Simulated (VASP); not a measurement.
**Nb: single point with PBE**

The system is Nb.

```
CELL_PARAMETERS angstrom
-1.66395 1.66395 1.66395
1.66395 -1.66395 1.66395
1.66395 1.66395 -1.66395
ATOMIC_POSITIONS crystal
Nb 0.00000 0.00000 0.00000
```

| Property | Result |
| --- | --- |
| Program | VASP 6.6.1 |
| Task | single point |
| Functional | PBE |
| Potentials or basis | VASP PAW PBE potentials, release 64 (Nb_sv) |
| Cutoff | 500 eV |
| k mesh | 11 × 11 × 11 |
| Occupations | fermi-dirac, width 0.01 eV |
| Spin | no spin polarisation |
| Dipole correction | no |
| Further INCAR settings | ALGO = Normal; EDIFF = 1e-06; NBANDS = 12 |

```
Pressure : -2.1 GPa
```

Levels at points of the mesh, in eV from the Fermi level:
```csv
k point,band 3,band 4,band 5,band 6,band 7,band 8,band 9,band 10
"(0.00, 0.00, 0.00)",-29.69,-29.69,-5.83,0.43,0.43,0.43,3.27,3.27
```

It used 8.6 s of CPU time on 1 thread of Intel Xeon 6975P-C, with other jobs on the host.
